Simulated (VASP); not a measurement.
Runs of VASP 6.6.1 on Si. The structure is that of space group Fd-3m (No. 227), or close to it. The cells are those of the table. 

```tsv
level	cell	k mesh	cutoff (eV)	smearing	gap on the mesh (eV)	pressure (GPa)
r2SCAN	a = 3.762 Å, angles 60.0°, 2 atoms	11 × 11 × 11	550	fermi-dirac 0.1 eV	(a)	7.5
r2SCAN	a = 3.842 Å, angles 60.0°, 2 atoms	11 × 11 × 11	550	fermi-dirac 0.1 eV	0.80	0.3
r2SCAN	a = 3.802 Å, angles 60.0°, 2 atoms	11 × 11 × 11	550	fermi-dirac 0.1 eV	0.74	(b)
r2SCAN	a = 3.919 Å, angles 60.0°, 2 atoms	11 × 11 × 11	550	fermi-dirac 0.1 eV	0.90	-4.8
PBE	a = 3.789 Å, angles 60.0°, 2 atoms	34 × 34 × 34	500	fermi-dirac 0.0612256 eV	0.50	6.2
```

Alike in all rows: task single point; potentials or basis VASP PAW PBE potentials, release 64 (Si); no spin polarisation.

Problem. Estimate the missing entries.

Solution. (a) 0.68; (b) 3.6.

Caveats: the PAW data sets were made with another functional, which shifts forces and pressure a little (some runs).

A k mesh can miss the band edges.
